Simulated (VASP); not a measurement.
# Pt in VASP: a series of runs

Pt is run at these levels: LDA; tasks: single point.

Everything below comes from runs of VASP 6.6.1. Logs are shortened: lines on timing, memory, paths and dates and some standing lists are left out, and cuts for length are marked.

## 1. The cell of the first run

The cell holds a slab with vacuum, 4 atoms: a = 2.753 Å, b = 2.753 Å, c = 16.700 Å, α = 90.00°, β = 90.00°, γ = 90.00°.

## 2. Single point, LDA

INCAR reads:

```
PREC = Accurate
ENCUT = 520
EDIFF = 1E-6
ISMEAR = -1
SIGMA = 0.05
LREAL = F
LASPH = T
NELM = 60
ALGO = Normal
ISIF = 2
LWAVE = F
LCHARG = F
LDIPOL = T
IDIPOL = 3
DIPOL = 0.5 0.5 0.500
GGA = CA
NBANDS = 28
```

KPOINTS reads:

```
Automatic mesh
0
Gamma
  15 15 1
```

POSCAR reads:

```
Pt
1.0
    2.7533987118      0.0000000000      0.0000000000
    0.0000000000      2.7533987118      0.0000000000
    0.0000000000      0.0000000000     16.7001000000
Pt
4
Direct
    0.2500000000      0.2500000000      0.3293404559
    0.7500000000      0.7500000000      0.4424114485
    0.2500000000      0.2500000000      0.5575885518
    0.7500000000      0.7500000000      0.6706595441
```

Potentials or basis: VASP PAW LDA potentials, release 64 (Pt).

Command:

```bash
$ cat potpaw_LDA.64/Pt/POTCAR > POTCAR
$ mpirun -np 1 vasp_std > vasp.out
```

OUTCAR:

```text
PREC = Accurate
   ENCUT = 520
   EDIFF = 1E-6
   ISMEAR = -1
   LREAL = F
   LASPH = T
   NELM = 60
   ISIF = 2
   GGA = CA

 ion  position               nearest neighbor table
   1  0.250  0.250  0.329-   2 2.71   2 2.71   2 2.71   2 2.71
   2  0.750  0.750  0.442-   1 2.71   1 2.71   1 2.71   1 2.71   3 2.74   3 2.74   3 2.74   3 2.74

   3  0.250  0.250  0.558-   4 2.71   4 2.71   4 2.71   4 2.71   2 2.74   2 2.74   2 2.74   2 2.74

   4  0.750  0.750  0.671-   3 2.71   3 2.71   3 2.71   3 2.71

  LATTYP: Found a simple tetragonal cell.
 ALAT       =     2.7533987118
 C/A-ratio  =     6.0652676012

  Lattice vectors:

 A1 = (   2.7533987118,   0.0000000000,   0.0000000000)
 A2 = (   0.0000000000,   2.7533987118,   0.0000000000)
 A3 = (   0.0000000000,   0.0000000000,  16.7001000000)

Analysis of symmetry for initial positions (statically):
=====================================================================
 Subroutine PRICEL returns:
 Original cell was already a primitive cell.

 Routine SETGRP: Setting up the symmetry group for a
 simple tetragonal supercell.

 Subroutine GETGRP returns: Found 16 space group operations
 (whereof  4 operations were pure point group operations)
 out of a pool of 16 trial point group operations.

The static configuration has the point symmetry C_2h.
 The point group associated with its full space group is D_4h.

Analysis of symmetry for dynamics (positions and initial velocities):
=====================================================================
 Subroutine PRICEL returns:
 Original cell was already a primitive cell.

 Routine SETGRP: Setting up the symmetry group for a
 simple tetragonal supercell.

 Subroutine GETGRP returns: Found 16 space group operations
 (whereof  4 operations were pure point group operations)
 out of a pool of 16 trial point group operations.

The dynamic configuration has the point symmetry C_2h.
 The point group associated with its full space group is D_4h.

 Subroutine INISYM returns: Found 16 space group operations
 (whereof  4 operations are pure point group operations),
 and found     1 'primitive' translations

----------------------------------------------------------------------------------------

                                     Primitive cell

  volume of cell :     126.6069

  direct lattice vectors                    reciprocal lattice vectors
     2.753398712  0.000000000  0.000000000     0.363187502  0.000000000  0.000000000
     0.000000000  2.753398712  0.000000000     0.000000000  0.363187502  0.000000000
     0.000000000  0.000000000 16.700100000     0.000000000  0.000000000  0.059879881

  length of vectors
     2.753398712  2.753398712 16.700100000     0.363187502  0.363187502  0.059879881

  position of ions in fractional coordinates (direct lattice)
     0.250000000  0.250000000  0.329340456
     0.750000000  0.750000000  0.442411449
     0.250000000  0.250000000  0.557588552
     0.750000000  0.750000000  0.670659544

  ion indices of the primitive-cell ions
   primitive index   ion index
                 1           1
                 2           2
                 3           3
                 4           4

----------------------------------------------------------------------------------------

 KPOINTS: Automatic mesh

Automatic generation of k-mesh.
 Grid dimensions read from file:
 generate k-points for:   15   15    1

 Generating k-lattice:

  Cartesian coordinates                     Fractional coordinates (reciprocal lattice)
     0.024212500  0.000000000  0.000000000     0.066666667  0.000000000  0.000000000
     0.000000000  0.024212500  0.000000000     0.000000000  0.066666667  0.000000000
     0.000000000  0.000000000  0.059879881     0.000000000  0.000000000  1.000000000

  Length of vectors
     0.024212500  0.024212500  0.059879881

  Shift w.r.t. Gamma in fractional coordinates (k-lattice)
     0.000000000  0.000000000  0.000000000

 Subroutine IBZKPT returns following result:
 ===========================================

 Found     36 irreducible k-points:

 Following reciprocal coordinates:
            Coordinates               Weight
  0.000000  0.000000  0.000000      1.000000
  0.066667  0.000000  0.000000      4.000000
  0.133333  0.000000  0.000000      4.000000
  0.200000  0.000000  0.000000      4.000000
  0.266667  0.000000  0.000000      4.000000
  0.333333  0.000000  0.000000      4.000000
[... 16 lines left out ...]
  0.266667  0.200000  0.000000      8.000000
  0.333333  0.200000  0.000000      8.000000
 [... further k-points ...]
   k-points           NKPTS =     36   k-points in BZ     NKDIM =     36   number of bands    NBANDS=     28
   number of dos      NEDOS =    301   number of ions     NIONS =      4
   total plane-waves  NPLWV =  50400
   dimension x,y,z NGX =    20 NGY =   20 NGZ =  126
   dimension x,y,z NGXF=    40 NGYF=   40 NGZF=  252
   ions per type =               4
   NGX,Y,Z   is equivalent  to a cutoff of  12.08, 12.08, 12.54 a.u.
   NGXF,Y,Z  is equivalent  to a cutoff of  24.15, 24.15, 25.09 a.u.
 SYSTEM =  unknown system
   PREC   = accura    normal or accurate (medium, high low for compatibility)
   ISTART =      0    job   : 0-new  1-cont  2-samecut
   ICHARG =      2    charge: 1-file 2-atom 10-const
   ISPIN  =      1    spin polarized calculation?
   LNONCOLLINEAR =      F non collinear calculations
   LSORBIT =      F    spin-orbit coupling
   LASPH  =      T    aspherical Exc in radial PAW
   ENCUT  =  520.0 eV  38.22 Ry    6.18 a.u.   5.12  5.12 31.05*2*pi/ulx,y,z
   NELM   =     60;   NELMIN=  2; NELMDL= -5     # of ELM steps
   EDIFF  = 0.1E-05   stopping-criterion for ELM
   LREAL  =      F    real-space projection
   EDIFFG = 0.1E-04   stopping-criterion for IOM
   NSW    =      0    number of steps for IOM
   IBRION =     -1    ionic relax: 0-MD 1-quasi-New 2-CG
   NFREE  =      0    steps in history (QN), initial steepest desc. (CG)
   ISIF   =      2    stress and relaxation
   ISYM   =      2    0-nonsym 1-usesym 2-fastsym
   POTIM  = 0.5000    time-step for ionic-motion
   TEBEG  =    0.0;   TEEND  =   0.0 temperature during run
   PSTRESS=    0.0 pullay stress
   NELECT =      40.0000    total number of electrons
   NUPDOWN=      -1.0000    fix difference up-down
   EMIN   =  10.00;   EMAX   =-10.00  energy-range for DOS
   EFERMI =   0.00;   METHOD = LEGACY
   ISMEAR =    -1;   SIGMA  =   0.05  broadening in eV -4-tet -1-fermi 0-gaus
   EFERMI_NEDOS =   21; number of points for ismear=-14 and -15
   IALGO  =     38    algorithm
   IMIX   =      4    mixing-type and parameters
     AMIX     =   0.40;   BMIX     =  1.00
     AMIX_MAG =   1.60;   BMIX_MAG =  1.00
  volume/ion in A,a.u.               =      31.65       213.60
  Fermi-wavevector in a.u.,A,eV,Ry     =   1.115002  2.107049 16.915171  1.243230
  Thomas-Fermi vector in A             =   2.251603
   LORBIT       =      0    0 simple, 1 ext, 2 COOP (PROOUT), +10 PAW based schemes
   GGA     = CA    functional components
   LHFCALC =     F    Hartree Fock is set to
   AEXX    =    0.0000 exact exchange contribution
   IVDW    =     0    specifies the selected vdW correction
   LEPSILON=     F    determine dielectric tensor
   LRPA    =     F    only Hartree local field effects (RPA)
 non-spin polarized calculation
  energy-cutoff  :      520.00
  volume of cell :      126.61
 maximum number of plane-waves:      3439
   NGX = 11   NGY = 11   NGZ = 63

 dipolmoment           0.000000      0.000000      0.000000 electrons x Angstroem

 number of electron      39.9999998 magnetization

 dipolmoment           0.000000      0.000000     -0.000000 electrons x Angstroem

 Free energy of the ion-electron system (eV)
  ---------------------------------------------------
  ext. energy  EPLUGINS =         0.00000000
  ---------------------------------------------------
  free energy    TOTEN  =       -27.79796197 eV

  energy without entropy =      -27.74397727  energy(sigma->0) =      -27.77096962

 E-fermi :   2.1598     XC(G=0):  -7.5889

 val. band max:        2.1460139792   @ k =   0.0667   0.0667   0.0000
 cond. band min:       2.1800738180   @ k =   0.4667   0.4000   0.0000
 fundamental gap:      0.0340598388
 Fermi energy:         2.1598154121

 k-point     1 :       0.0000    0.0000    0.0000
  band No.  band energies     occupation
      1      -7.7657      2.00000
      2      -5.8964      2.00000
      3      -4.8133      2.00000
      4      -4.5785      2.00000
      5      -4.3225      2.00000
      6      -3.6355      2.00000
[... 20 lines left out ...]
     27       8.6655      0.00000
     28      11.1822      0.00000

 k-point     2 :       0.0667    0.0000    0.0000
  band No.  band energies     occupation
      1      -7.6498      2.00000
      2      -5.7997      2.00000
      3      -4.7263      2.00000
      4      -4.5005      2.00000
      5      -4.2293      2.00000
      6      -3.5744      2.00000
[... 20 lines left out ...]
     27       8.7446      0.00000
     28      11.2782      0.00000

 k-point     3 :       0.1333    0.0000    0.0000
  band No.  band energies     occupation
      1      -7.3161      2.00000
      2      -5.5494      2.00000
      3      -4.5291      2.00000
      4      -4.2232      2.00000
      5      -4.0569      2.00000
      6      -3.3088      2.00000
[... 20 lines left out ...]
     27       8.9696      0.00000
     28      11.5572      0.00000

 k-point     4 :       0.2000    0.0000    0.0000
  band No.  band energies     occupation
      1      -6.8083      2.00000
      2      -5.2647      2.00000
      3      -4.2867      2.00000
      4      -3.9866      2.00000
      5      -3.7467      2.00000
      6      -2.7407      2.00000
[... 20 lines left out ...]
     27       9.2551      0.00000
     28      10.6168      0.00000

 k-point     5 :       0.2667    0.0000    0.0000
  band No.  band energies     occupation
      1      -6.2078      2.00000
      2      -5.0823      2.00000
      3      -4.0233      2.00000
      4      -4.0120      2.00000
      5      -3.1829      2.00000
      6      -2.1140      2.00000
[... 20 lines left out ...]
     27       9.5619      0.00000
     28      10.1399      0.00000

 k-point     6 :       0.3333    0.0000    0.0000
  band No.  band energies     occupation
      1      -5.6462      2.00000
      2      -5.0338      2.00000
      3      -4.0404      2.00000
      4      -3.7902      2.00000
      5      -2.7264      2.00000
      6      -1.9571      2.00000
[... 463 lines left out ...]
      5      -2.6867      2.00000
      6      -2.4262      2.00000
[... 20 lines left out ...]
     27       9.7568      0.00000
     28      10.4910      0.00000

 k-point    22 :       0.2000    0.2000    0.0000
  band No.  band energies     occupation
      1      -5.8829      2.00000
      2      -4.3807      2.00000
      3      -3.5682      2.00000
      4      -3.3223      2.00000
      5      -2.9749      2.00000
      6      -2.9359      2.00000
[... 20 lines left out ...]
     27       9.8554      0.00000
     28      11.9276      0.00000

 k-point    23 :       0.2667    0.2000    0.0000
  band No.  band energies     occupation
      1      -5.3349      2.00000
      2      -4.1259      2.00000
      3      -3.4046      2.00000
      4      -3.2467      2.00000
      5      -3.0744      2.00000
      6      -2.8778      2.00000
[... 20 lines left out ...]
     27      10.5503      0.00000
     28      11.0871      0.00000

 k-point    24 :       0.3333    0.2000    0.0000
  band No.  band energies     occupation
      1      -4.8469      2.00000
      2      -4.1728      2.00000
      3      -3.5612      2.00000
      4      -3.3218      2.00000
      5      -3.1147      2.00000
      6      -2.4839      2.00000
[... 20 lines left out ...]
     27      10.2854      0.00000
     28      11.2479      0.00000

 [... further k-points ...]

------------------------ aborting loop because EDIFF is reached ----------------------------------------

 vacuum level on the upper side and lower side of the slab       (xc-potential included)        -0.357        -0.357

  FORCE on cell =-STRESS in cart. coord.  units (eV):
  Direction    XX          YY          ZZ          XY          YZ          ZX
  --------------------------------------------------------------------------------------
  -------------------------------------------------------------------------------------
  Total       -3.1506090     -3.1506090      0.2138414      0.0000000     -0.0000000     -0.0000000
  in kB      -39.8701443    -39.8701443      2.7061084      0.0000000     -0.0000000     -0.0000000
  external PRESSURE =     -25.6780600 kB  Pullay stress =       0.0000000 kB

 VOLUME and BASIS-vectors are now :
 -----------------------------------------------------------------------------
  energy-cutoff  :      520.00
  volume of cell :      126.61
      direct lattice vectors                 reciprocal lattice vectors
     2.753398712  0.000000000  0.000000000     0.363187502  0.000000000  0.000000000
     0.000000000  2.753398712  0.000000000     0.000000000  0.363187502  0.000000000
     0.000000000  0.000000000 16.700100000     0.000000000  0.000000000  0.059879881

 POSITION                                       TOTAL-FORCE (eV/Angst)
 -----------------------------------------------------------------------------------
      0.68835      0.68835      5.50002         0.000000      0.000000     -0.045018
      2.06505      2.06505      7.38832        -0.000000     -0.000000      0.002430
      0.68835      0.68835      9.31178        -0.000000      0.000000     -0.002430
      2.06505      2.06505     11.20008        -0.000000     -0.000000      0.045018
 -----------------------------------------------------------------------------------
    total drift:                               -0.000000      0.000000     -0.000004

  FREE ENERGIE OF THE ION-ELECTRON SYSTEM (eV)
  ---------------------------------------------------
  free  energy   TOTEN  =       -27.7979619709 eV

  energy  without entropy=      -27.7439772710  energy(sigma->0) =      -27.77096962

 vacuum level on the upper side and lower side of the slab         7.764         7.764
```

Run time: 96 s. Hardware: 1 thread of Intel Xeon Platinum 8488C (Sapphire Rapids), shared host; peak memory 0.24 GiB.

Results:

```yaml
Free_energy: -27.7980 eV
Largest_force: 0.045 eV/Å
Band_gap_on_the_k_mesh: zero (band 20 reaches 3.08 eV, above the bottom of band 21 at 1.52 eV)
```

Forces on the atoms (eV/Å):
```
Pt   0.000  0.000 -0.045
Pt   0.000  0.000  0.002
Pt   0.000  0.000 -0.002
Pt   0.000  0.000  0.045
```

Levels at points of the mesh, in eV from the Fermi level:
```tsv
k point	band 18	band 19	band 20	band 21	band 22	band 23
(0.00, 0.00, 0.00)	-0.79	-0.79	-0.10	0.14	0.27	0.27
```

Caveat: spin-orbit coupling is left out, which moves the levels of the heavy elements.

## 3. Single point, LDA

INCAR reads:

```
PREC     = Accurate       # precision mode
ENCUT    = 520            # plane-wave cutoff, eV
EDIFF    = 1E-6           # SCF threshold, eV
ISMEAR   = -1             # smearing method
SIGMA    = 0.05           # smearing width, eV
LREAL    = False          # projectors in reciprocal space
LASPH    = True           # aspherical terms in the spheres
NELM     = 80             # most SCF steps
ALGO     = Normal         # electronic algorithm
ISIF     = 2              # what is computed and relaxed
LWAVE    = False          # write WAVECAR
LCHARG   = False          # write CHGCAR
LDIPOL   = True         
IDIPOL   = 3            
DIPOL    = 0.5 0.5 0.500
NBANDS   = 28             # bands
```

KPOINTS reads:

```
regular mesh
0
Gamma
  15 15 1
```

POSCAR is that of step 2.

Potentials or basis: VASP PAW LDA potentials, release 64 (Pt).

Command:

```bash
$ cat potpaw_LDA.64/Pt/POTCAR > POTCAR
$ mpirun -np 1 vasp_std > vasp.out
```

Wall time 98 s (1 thread of Intel Xeon Platinum 8488C (Sapphire Rapids), shared host); peak memory 0.24 GiB.

The run converged. Its results:

```
Free energy            : -27.7980 eV
Largest force          : 0.045 eV/Å
Band gap on the k mesh : zero (band 20 reaches 3.08 eV, above the bottom of band 21 at 1.52 eV)
```

Forces in eV/Å, atoms in the order of the input:
```
Pt   0.000  0.000 -0.045
Pt   0.000  0.000  0.002
Pt   0.000  0.000 -0.002
Pt   0.000  0.000  0.045
```

Levels at points of the mesh, in eV from the Fermi level:
| k point | band 17 | band 18 | band 19 | band 20 | band 21 | band 22 | band 23 | band 24 |
| --- | --- | --- | --- | --- | --- | --- | --- | --- |
| (0.00, 0.00, 0.00) | -0.94 | -0.79 | -0.79 | -0.10 | 0.14 | 0.27 | 0.27 | 0.27 |

Caveat: spin-orbit coupling is left out, which moves the levels of the heavy elements.

## 4. Single point, LDA

This run uses another cell than the first one, of 41.39 Å³/atom, 1.308 times its volume.

INCAR reads:

```
SYSTEM = Pt
PREC     = Accurate       ! precision mode
ENCUT    = 520            ! plane-wave cutoff, eV
EDIFF    = 1E-6           ! SCF threshold, eV
ISMEAR   = -1             ! smearing method
SIGMA    = 0.05           ! smearing width, eV
LREAL    = .FALSE.        ! projectors in reciprocal space
LASPH    = .TRUE.         ! aspherical terms in the spheres
NELM     = 80             ! most SCF steps
ALGO     = Normal         ! electronic algorithm
ISIF     = 2              ! what is computed and relaxed
LWAVE    = .FALSE.        ! write WAVECAR
LCHARG   = .FALSE.        ! write CHGCAR
LDIPOL   = .TRUE.       
IDIPOL   = 3            
DIPOL    = 0.5 0.5 0.500
NBANDS   = 28             ! bands
```

KPOINTS reads:

```
Automatic mesh
0
G
  15 15 1
  0 0 0
```

POSCAR reads:

```
Pt
1.0
    2.7533987118      0.0000000000      0.0000000000
    0.0000000000      2.7533987118      0.0000000000
    0.0000000000      0.0000000000     21.8408000000
Pt
4
Direct
    0.2500000000      0.2500000000      0.3662860174
    0.7500000000      0.7500000000      0.4554286721
    0.2500000000      0.2500000000      0.5445713273
    0.7500000000      0.7500000000      0.6337139826
```

Command:

```bash
$ cat potpaw_LDA.64/Pt/POTCAR > POTCAR
$ mpirun -np 1 vasp_std > vasp.out
```

Run time: 1.9 min. Hardware: 1 thread of Intel Xeon Platinum 8488C (Sapphire Rapids), shared host; peak memory 0.27 GiB.

Results (log left out):

| Property | Result |
| --- | --- |
| Free energy | -27.7740 eV |
| Largest force | 0.434 eV/Å |
| Band gap on the k mesh | zero (band 20 reaches 1.19 eV, above the bottom of band 21 at -0.39 eV) |

Forces on the atoms (eV/Å):
```
Pt   0.000  0.000  0.434
Pt   0.000  0.000 -0.239
Pt   0.000  0.000  0.239
Pt   0.000  0.000 -0.434
```

Levels at points of the mesh, in eV from the Fermi level:
| k point | band 17 | band 18 | band 19 | band 20 | band 21 | band 22 | band 23 | band 24 |
| --- | --- | --- | --- | --- | --- | --- | --- | --- |
| (0.00, 0.00, 0.00) | -0.76 | -0.71 | -0.71 | -0.03 | 0.16 | 0.22 | 0.27 | 0.27 |

Caveat: spin-orbit coupling is left out, which moves the levels of the heavy elements.
